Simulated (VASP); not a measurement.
A run of VASP 6.6.1:

The input INCAR:

```
PREC = Accurate ; ENCUT = 520
EDIFF = 1E-6 ; ISMEAR = 0
SIGMA = 0.1 ; LREAL = F
LASPH = T ; NELM = 100
ALGO = Normal ; ISIF = 2
LWAVE = F ; LCHARG = F
LDIPOL = T ; IDIPOL = 3
DIPOL = 0.5 0.5 0.331 ; GGA = CA
IBRION = 2 ; NSW = 36
EDIFFG = -0.025 ; KPAR = 2
```

Contents of KPOINTS:

```
regular mesh
0
Gamma
  6 6 1
```

POSCAR

```
LiAl12
1.0
    5.6336864727      0.0000000000      0.0000000000
   -2.8168432363      4.8789156023      0.0000000000
    0.0000000000      0.0000000000     20.0321727095
Al Li
12 1
Selective dynamics
Direct
    0.3333333333      0.1666666667      0.1996787896  F F F
    0.3333333333      0.6666666667      0.1996787896  F F F
    0.8333333333      0.1666666667      0.1996787896  F F F
    0.8333333333      0.6666666667      0.1996787896  F F F
    0.1666666667      0.3333333333      0.3128097176  F F F
    0.1666666667      0.8333333333      0.3128097176  F F F
    0.6666666667      0.3333333333      0.3128097176  F F F
    0.6666666667      0.8333333333      0.3128097176  F F F
    0.0000000000      0.0000000000      0.4259234799  F F F
    0.0000000000      0.5000000000      0.4259234799  F F F
    0.5000000000      0.0000000000      0.4259234799  F F F
    0.5000000000      0.5000000000      0.4259234799  F F F
    0.0000000000      0.0000000000      0.5507227234  F F T
```

Potentials or basis: VASP PAW LDA potentials, release 64 (Al, Li_sv).

Launch:

```sh
$ cat potpaw_LDA.64/Al/POTCAR potpaw_LDA.64/Li_sv/POTCAR > POTCAR
$ mpirun -np 2 vasp_std > vasp.out
```

Hardware: 2 MPI ranks on Intel(R) Xeon(R) 6975P-C (Granite Rapids), with other jobs on the host.

Q: How long does it take, and how much memory?

A: Wall time 98 s on 2 MPI ranks on Intel(R) Xeon(R) 6975P-C (Granite Rapids), on a shared host, peak memory 0.47 GiB a rank. Counts: scf iterations 41, k points 7, ion steps 4.
